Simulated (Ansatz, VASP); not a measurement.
**One calculation of Pd, two programs**

```
Pd
1.0
     3.60384    0.00000    0.00000
    -1.80192    3.12102    0.00000
     0.00000    0.00000    4.08868
Pd
3
Direct
  0.22540 0.00000 0.33333
  0.00000 0.22540 0.66667
  0.77460 0.77460 0.00000
```

Alike in both runs: task relaxation of cell and atoms; functional r2SCAN; k mesh 6 × 6 × 4; occupations gaussian, width 0.1 eV; no spin polarisation.

|  | VASP | Ansatz |
| --- | --- | --- |
| version | VASP 6.6.1 | Ansatz 0.2.0 |
| potentials or method | VASP PAW PBE potentials, release 64 (Pd), cutoff 600 eV | scalar-relativistic, plane waves, PAW |
| valence electrons in the cell | 30 | 54 |

```tsv
	VASP	Ansatz	Ansatz less VASP
gap on the k mesh at the Fermi level, each at its own relaxed structure (eV)	none	none	-
relaxed volume (Å³/atom)	14.90	14.96	+0.057
relaxed length of the cell vector where the two differ most in proportion (Å)	6.635	2.639	-3.9955
```

VASP's potentials were made for PBE, not for r2SCAN. A gap of «none» marks a metal or a gap that the smearing closes. One of these differences is far larger than is usual between the two programs; its cause wasn't traced. VASP's potentials hold 30 valence electrons a cell and Ansatz's 54, so a difference there can come from the potentials and not from the codes.

The k mesh is coarse, so the values compare programs but aren't converged.
